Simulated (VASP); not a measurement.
Set up this calculation in VASP 6.6.1, as the native input.

* Task: relaxation of cell and atoms
* Functional: PBE
* Potentials or basis: VASP PAW PBE potentials, release 64 (Be, Te)
* Cutoff: 600 eV
* k mesh: 3 × 3 × 3
* Occupations: gaussian, width 0.2 eV
* Spin: no spin polarisation
* Dipole correction: no
* Further INCAR settings: ALGO = Normal; EDIFF = 1e-07; IBRION = 2; EDIFFG = -0.08; NSW = 36; ISIF = 3

The structure of Be3Te4 lies in POSCAR:

```
Be3Te4
1.0
    5.3500000000      0.0000000000      0.0000000000
    0.0000000000      5.3500000000      0.0000000000
    0.0000000000      0.0000000000      5.3500000000
Be Te
3 4
Direct
    0.5000000000      0.0000000000      0.5000000000
    0.0000000000      0.5000000000      0.5000000000
    0.5000000000      0.5000000000      0.0000000000
    0.7500000000      0.2500000000      0.7500000000
    0.7500000000      0.7500000000      0.2500000000
    0.2500000000      0.7500000000      0.7500000000
    0.2500000000      0.2500000000      0.2500000000
```

This cell differs from its parent crystal: atoms taken out.

The input as run:

INCAR

```
ALGO     = Normal         # electronic algorithm
EDIFF    = 1E-7           # SCF threshold, eV
EDIFFG   = -0.08          # ionic threshold
ENCUT    = 600            # plane-wave cutoff, eV
GGA      = PE             # functional
IBRION   = 2              # ionic algorithm
ISIF     = 3              # what is computed and relaxed
ISMEAR   = 0              # smearing method
LASPH    = True           # aspherical terms in the spheres
LCHARG   = False          # write CHGCAR
LREAL    = False          # projectors in reciprocal space
LWAVE    = False          # write WAVECAR
NELM     = 100            # most SCF steps
NSW      = 36             # ionic steps
PREC     = Accurate       # precision mode
SIGMA    = 0.2            # smearing width, eV
```

KPOINTS

```
k-points
0
Gamma
  3 3 3
```

Potentials or basis: VASP PAW PBE potentials, release 64 (Be, Te).

Run with:

```console
$ cat potpaw_PBE.64/Be/POTCAR potpaw_PBE.64/Te/POTCAR > POTCAR
$ mpirun -np 1 vasp_std > vasp.out
```

Results of the run:

```json
{
  "Relaxed volume": "24.74 Å³/atom",
  "Relaxed cell": "a = 5.574 Å, b = 5.574 Å, c = 5.574 Å, α = 90.00°, β = 90.00°, γ = 90.00°",
  "Space group after relaxing (to 0.1 Å)": "P-43m (No. 215)",
  "Energy gained by relaxing": "74.1 meV/atom",
  "Ionic steps": "3",
  "Pressure after relaxing": "0.0 GPa",
  "Band gap on the k mesh": "zero (bands 15 and 16 overlap by 0.84 eV)"
}
```

Caveat: the k points lie up to 0.38 Å⁻¹ apart in the final cell, too coarse for converged energies and pressures of a metal; the cell differs from its parent crystal (atoms taken out); spin-orbit coupling is left out, which moves the levels of the heavy elements.

It took 2.1 min on 1 thread of Intel Xeon 8259CL, with other jobs on the host, peak memory 0.33 GiB.
